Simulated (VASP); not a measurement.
A run of VASP 6.6.1 is set up as follows.

File INCAR:

```
SYSTEM = CdS
ALGO = Normal
EDIFF = 1E-6
ENCUT = 520
GGA = PE
ISIF = 2
ISMEAR = 0
LASPH = .TRUE.
LCHARG = .FALSE.
LREAL = .FALSE.
LWAVE = .FALSE.
NBANDS = 26
NELM = 80
PREC = Accurate
SIGMA = 0.02
```

KPOINTS

```
k-points
0
G
  9 9 4
  0 0 0
```

The input POSCAR:

```
CdS
1.0
    4.1963020496      0.0000000000      0.0000000000
   -2.0981510248      3.6341041769      0.0000000000
    0.0000000000      0.0000000000      6.8304216542
Cd S
2 2
Direct
    0.3333333333      0.6666666667      0.0002356720
    0.6666666667      0.3333333333      0.5002356720
    0.3333333333      0.6666666667      0.3767643280
    0.6666666667      0.3333333333      0.8767643280
```

Potentials or basis: VASP PAW PBE potentials, release 64 (Cd, S).

Run with:

```bash
$ cat potpaw_PBE.64/Cd/POTCAR potpaw_PBE.64/S/POTCAR > POTCAR
$ mpirun -np 1 vasp_std > vasp.out
```

(1) Estimate the pressure.

(2) What does it give for the band gap on the k mesh?

Answers

(1) 0.3 GPa.

(2) 1.11 eV, direct.
